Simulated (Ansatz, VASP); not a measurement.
# NaI in VASP and in Ansatz

```xyz
2
Lattice="0.0000 3.2364 3.2364 3.2364 0.0000 3.2364 3.2364 3.2364 0.0000" Properties=species:S:1:pos:R:3 pbc="T T T"
Na    0.0000    0.0000    0.0000
I     3.2364    3.2364    3.2364
```

Alike in both runs: task single point; functional PBE; k mesh 8 × 8 × 8; occupations gaussian, width 0.02 eV; no spin polarisation.

```csv
,VASP,Ansatz
version,VASP 6.6.1,Ansatz 0.2.0
potentials or method,"VASP PAW PBE potentials, release 64 (Na_pv, I), cutoff 500 eV","scalar-relativistic, plane waves, PAW"
valence electrons in the cell,14,26
```

```csv
,VASP,Ansatz,Ansatz less VASP
gap on the k mesh at the Fermi level (eV),3.64,3.64,+0.004
least direct gap on the mesh (eV),3.64,3.64,+0.004
pressure (GPa),0.4,0.4,-0.02
```

The functional is the same, so the differences come from potentials, cutoffs and numerics. VASP's potentials hold 14 valence electrons a cell and Ansatz's 26, so a difference there can come from the potentials and not from the codes.

Spin-orbit coupling is off throughout.
